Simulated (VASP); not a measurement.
Crystal: Ge.

```
Ge
1.0
     1.39715   -2.60052    0.00000
     1.39715    2.60052    0.00000
     0.00000    0.00000    2.69823
Ge
1
Direct
  0.50000 0.50000 0.00000
```

Base run:

* Program: VASP 6.6.1
* Functional: PBEsol
* Potentials or basis: VASP PAW PBE potentials, release 64 (Ge_d)
* Cutoff: 520 eV
* k mesh: 8 × 8 × 7
* Occupations: fermi-dirac, width 0.05 eV
* Spin: non-collinear spin, zero start, spin-orbit coupling
* Starting moments: [[0.0, 0.0, 0.0]] μB

Its results: pressure -4.5 GPa; net moment 0.00 μB per cell.

**Question.** The run is repeated on the same cell with these changes: functional from PBEsol to PBE0; k mesh from 8 × 8 × 7 to 5 × 5 × 4. What comes out?

**Answer.** Pressure 0.3 GPa; net moment 0.02 μB per cell.

Several settings changed at once.

Caveats: some runs use coarse meshes; the PAW data sets were made with another functional, which shifts forces and pressure a little; the cell stands under tension (at least some runs).
